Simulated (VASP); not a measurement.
Crystal: MnInCu.

```
Mn In Cu
1.0
     3.51451    0.00000    0.00000
     0.00000    3.51451    0.00000
     0.00000    0.00000    4.31638
Mn In Cu
1 1 1
Direct
  0.50000 0.50000 0.50000
  0.00000 0.00000 0.00000
  0.50000 0.50000 0.00000
```

The cell was generated, and may not be a known phase.

| Property | Result |
| --- | --- |
| Program | VASP 6.6.1 |
| Task | relaxation of cell and atoms |
| Functional | PBE |
| Potentials or basis | VASP PAW PBE potentials, release 64 (Mn_pv, In_d, Cu) |
| Cutoff | 600 eV |
| k mesh | 6 × 6 × 4 |
| Occupations | gaussian, width 0.1 eV |
| Spin | collinear spin, ferromagnetic start |
| Starting moments | [4.0, 0.0, 0.0] μB |

At the start: pressure 19.5 GPa; volume 17.77 Å³/atom.

How do energy, volume and symmetry change on relaxing?

Over 4 steps the energy falls by 273.0 meV/atom and the volume is 22.13 Å³/atom (+24.5 %); space group P4/mmm (No. 123, to 0.1 Å) before and after; moment 4.43 μB per cell.

The path:
```tsv
step	energy change (eV)	largest force (eV/Å)	pressure (GPa)	volume (Å³)
1	0.0000	0.0000	19.47	53.32
2	-0.7516	0.0000	-3.19	71.47
3	-0.8185	0.0000	0.33	65.89
4	-0.8190	0.0000	-0.07	66.39
```

Final structure:
```
Mn In Cu
1.0
     3.67549    0.00000    0.00000
     0.00000    3.67549    0.00000
     0.00000    0.00000    4.91420
Mn In Cu
1 1 1
Direct
  0.50000 0.50000 0.50000
  0.00000 0.00000 0.00000
  0.50000 0.50000 0.00000
```

Caveat: the k points lie up to 0.32 Å⁻¹ apart in the final cell; the volume moved by over 15 % at a fixed basis, so the end points are rough.
